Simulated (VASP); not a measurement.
Write the native input for VASP 6.6.1 that does the following.

```yaml
Task: single point
Functional: PBE
Potentials_or_basis: VASP PAW PBE potentials, release 64 (P)
Cutoff: 520 eV
k_mesh: 16 × 16 × 16
Occupations: fermi-dirac, width 0.1 eV
Spin: no spin polarisation
Dipole_correction: no
Further_INCAR_settings: ALGO = Normal; EDIFF = 1e-06; NBANDS = 8
```

The structure of P lies in POSCAR:

```
P
1.0
   -1.5851811534      1.5851811534      1.5851811534
    1.5851811534     -1.5851811534      1.5851811534
    1.5851811534      1.5851811534     -1.5851811534
P
1
Direct
    0.0000000000      0.0000000000      0.0000000000
```

This cell differs from its parent crystal: volume scaled by 1.12.

The input as run:

INCAR

```
SYSTEM = P
PREC     = Accurate       ! precision mode
ENCUT    = 520            ! plane-wave cutoff, eV
EDIFF    = 1E-6           ! SCF threshold, eV
ISMEAR   = -1             ! smearing method
SIGMA    = 0.1            ! smearing width, eV
LREAL    = .False.        ! projectors in reciprocal space
LASPH    = .True.         ! aspherical terms in the spheres
NELM     = 100            ! most SCF steps
ALGO     = Normal         ! electronic algorithm
ISIF     = 2              ! what is computed and relaxed
LWAVE    = .False.        ! write WAVECAR
LCHARG   = .False.        ! write CHGCAR
GGA      = PE             ! functional
NBANDS   = 8              ! bands
```

KPOINTS

```
Automatic mesh
0
Gamma
  16 16 16
  0 0 0
```

Potentials or basis: VASP PAW PBE potentials, release 64 (P).

Run with:

```console
$ cat potpaw_PBE.64/P/POTCAR > POTCAR
$ mpirun -np 1 vasp_std > vasp.out
```

It gave:

The pressure is -8.9 GPa.

Run time: 4.5 s on 1 thread of Intel(R) Xeon(R) 6975P-C (Granite Rapids), with other jobs on the host, peak memory 0.12 GiB.
